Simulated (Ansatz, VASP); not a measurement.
## One calculation of HfN, two programs

INCAR

```
SYSTEM = HfN
PREC = Accurate
ENCUT = 520
EDIFF = 1E-7
ISMEAR = 0
SIGMA = 0.15
LREAL = .FALSE.
LASPH = .TRUE.
NELM = 60
ALGO = Normal
ISIF = 2
LWAVE = .FALSE.
LCHARG = .TRUE.
GGA = PE
LELF = .TRUE.
LVHAR = .TRUE.
NBANDS = 14
```

Contents of KPOINTS:

```
regular mesh
0
G
  16 16 16
  0 0 0
```

The input POSCAR:

```
HfN
1.0
    0.0000000000      2.2738140414      2.2738140414
    2.2738140414      0.0000000000      2.2738140414
    2.2738140414      2.2738140414      0.0000000000
Hf N
1 1
Direct
   -0.0016738745      0.0016738745      0.0016738745
    0.5213298006      0.4786701994      0.4786701994
```

Input for Ansatz:

```yaml
crystal:
  lattice:
    - [0.0, 2.2738140414, 2.2738140414]
    - [2.2738140414, 0.0, 2.2738140414]
    - [2.2738140414, 2.2738140414, 0.0]
  atoms:
    - { symbol: Hf, position: [-0.0016738745, 0.0016738745, 0.0016738745] }
    - { symbol: "N", position: [0.5213298006, 0.4786701994, 0.4786701994] }
basis:
  ecutwfc: 520.0
kpoints:
  mp_grid: { grid: [16, 16, 16] }
hamiltonian:
  xc: pbe
  pseudopotentials: { kind: paw, azcp: { folder: soft_1 } }
scf:
  occupations: { method: gaussian, width: 0.15 }
output:
  forces: true
  stress: true
  eigenvalues: true
```

Change from the starting cell: mode 4 frozen in at -0.097 Å and mode 6 at +0.000 Å (largest displacements).

Alike in both runs: task single point; functional PBE; k mesh 16 × 16 × 16; occupations gaussian, width 0.15 eV; no spin polarisation.

|  | VASP | Ansatz |
| --- | --- | --- |
| version | VASP 6.6.1 | Ansatz 0.2.0 |
| potentials or method | VASP PAW PBE potentials, release 64 (Hf_pv, N), cutoff 520 eV | scalar-relativistic, plane waves, PAW |
| valence electrons in the cell | 15 | 31 |

VASP gave:

```
gap on the k mesh at the Fermi level (eV)                     : none
pressure (GPa)                                                : -0.9
traceless stress, the component that is largest in VASP (GPa) : 2.64
rms of the force components (eV/Å)                            : 0.666
```

Task: Which values does Ansatz return?

Result: gap on the k mesh at the Fermi level (eV): none; pressure (GPa): 1.4; traceless stress, the component that is largest in VASP (GPa): 2.67; rms of the force components (eV/Å): 0.667.

Atom by atom the forces differ by 0.001 eV/Å (rms over components). A gap of «none» marks a metal or a gap that the smearing closes. With one functional, cell and mesh, what is left measures potentials, basis and numerics. VASP's potentials hold 15 valence electrons a cell and Ansatz's 31, so a difference there can come from the potentials and not from the codes.

Neither program's run includes spin-orbit coupling.
